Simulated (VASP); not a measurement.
Runs of VASP 6.6.1 on Sb. The structure is that of space group Fm-3m (No. 225), or close to it. The cells are those of the table. This isn't the form of Sb at room conditions, which is rhombohedral.

```csv
task,cell,gap on the mesh (eV),pressure (GPa)
relaxation of cell and atoms,"relaxed from a = 3.260 Å, angles 60.0°, 1 atom",none,0.0
single point,"a = 3.151 Å, angles 60.0°, 1 atom",none,19.9
single point,"a = 3.389 Å, angles 60.0°, 1 atom",none,(a)
single point,"a = 3.038 Å, angles 60.0°, 1 atom",none,40.2
single point,"a = 3.242 Å, angles 60.0°, 1 atom",none,9.9
relaxation of cell and atoms,"relaxed to 40 GPa from a = 3.260 Å, angles 60.0°, 1 atom",none,40.0
relaxation of cell and atoms,"relaxed to 10 GPa from a = 3.260 Å, angles 60.0°, 1 atom",none,10.0
relaxation of cell and atoms,"relaxed to 20 GPa from a = 3.260 Å, angles 60.0°, 1 atom",none,20.0
relaxation of cell and atoms,"relaxed to 30 GPa from a = 3.260 Å, angles 60.0°, 1 atom",none,30.0
single point,"a = 3.089 Å, angles 60.0°, 1 atom",none,30.0
```

Alike in all rows: level PBE; potentials or basis VASP PAW PBE potentials, release 64 (Sb); no spin polarisation; k mesh 10 × 10 × 10; cutoff (eV) 500; smearing methfessel-paxton 0.1 eV.

Problem. Estimate the missing entries.

Solution. (a) -0.1.

Caveats: spin-orbit coupling is left out, which moves the levels of the heavy elements; the cell stands under pressure (at least some runs); the cell is relaxed towards a set pressure, so the run minimises the enthalpy, not the energy (at least some runs).

A k mesh can miss the band edges, and the runs leave out spin-orbit coupling on Sb.

A gap of «none» marks levels without a gap at the run's occupations.
